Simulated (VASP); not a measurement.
A run of VASP 6.6.1 is set up as follows.

INCAR

```
ALGO = Normal
DIPOL = 0.5 0.5 0.307
EDIFF = 1E-6
ENCUT = 520
GGA = PE
IDIPOL = 3
ISIF = 2
ISMEAR = 0
ISPIN = 2
LASPH = T
LCHARG = F
LDIPOL = T
LORBIT = 11
LREAL = F
LWAVE = F
MAGMOM = 0 0 0 0 0 0 0 0 0 0 0 0 1
NBANDS = 34
NELM = 150
PREC = Accurate
SIGMA = 0.1
```

KPOINTS

```
k-points
0
Gamma
  6 6 1
```

POSCAR

```
Al12H
1.0
    5.7135165838      0.0000000000      0.0000000000
   -2.8567582919      4.9480505065      0.0000000000
    0.0000000000      0.0000000000     21.6013781936
Al H
12 1
Direct
    0.3333333333      0.1666666667      0.1851733702
    0.3333333333      0.6666666667      0.1851733702
    0.8333333333      0.1666666667      0.1851733702
    0.8333333333      0.6666666667      0.1851733702
    0.1666666667      0.3333333333      0.2916813828
    0.1666666667      0.8333333333      0.2916813828
    0.6666666667      0.3333333333      0.2916813828
    0.6666666667      0.8333333333      0.2916813828
    0.0000000000      0.0000000000      0.3981865470
    0.0000000000      0.5000000000      0.3981865470
    0.5000000000      0.0000000000      0.3981865470
    0.5000000000      0.5000000000      0.3981865470
    0.3333333333     -0.3333333333      0.4940137661
```

Potentials or basis: VASP PAW PBE potentials, release 64 (Al, H).

Run with:

```sh
$ cat potpaw_PBE.64/Al/POTCAR potpaw_PBE.64/H/POTCAR > POTCAR
$ mpirun -np 1 vasp_std > vasp.out
```

Task: Predict the largest force.

Result: 1.369 eV/Å.

Task: Predict the net moment.

Result: 0.00 μB per cell.

Forces in eV/Å, atoms in the order of the input:
```
Al  -0.069 -0.040 -0.138
Al   0.000  0.000  0.041
Al   0.069 -0.040 -0.138
Al   0.000  0.080 -0.138
Al   0.000 -0.007  0.068
Al  -0.006  0.003  0.068
Al   0.000  0.000 -0.123
Al   0.006  0.003  0.068
Al   0.000  0.000  0.043
Al   0.013  0.007  0.539
Al   0.000 -0.015  0.539
Al  -0.013  0.007  0.539
H    0.000  0.000 -1.369
```
